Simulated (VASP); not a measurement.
As:

```
CELL_PARAMETERS angstrom
1.88080 1.08588 3.51406
-1.88080 1.08588 3.51406
0.00000 -2.17176 3.51406
ATOMIC_POSITIONS crystal
As 0.22600 0.22600 0.22600
As 0.77400 0.77400 0.77400
```

Base run:

- Program: VASP 6.6.1
- Functional: revPBE
- Potentials or basis: VASP PAW PBE potentials, release 64 (As)
- Cutoff: 520 eV
- k mesh: 9 × 9 × 9
- Occupations: fermi-dirac, width 0.05 eV
- Spin: no spin polarisation

Its results: band gap on the k mesh zero (bands 5 and 6 overlap by 0.10 eV); pressure 5.2 GPa; largest force 0.509 eV/Å.

Problem. The run is repeated on the same cell with these changes: functional from revPBE to r2SCAN; further incar settings from ALGO = Normal; EDIFF = 1e-06; NBANDS = 12 to ALGO = Normal; EDIFF = 1e-07; NBANDS = 12. What comes out?

Solution. Band gap on the k mesh zero (bands 5 and 6 overlap by 0.09 eV); pressure 2.0 GPa; largest force 0.193 eV/Å.

Caveats: the PAW data sets were made with another functional, which shifts forces and pressure a little; the cell stands under pressure (at least some runs).
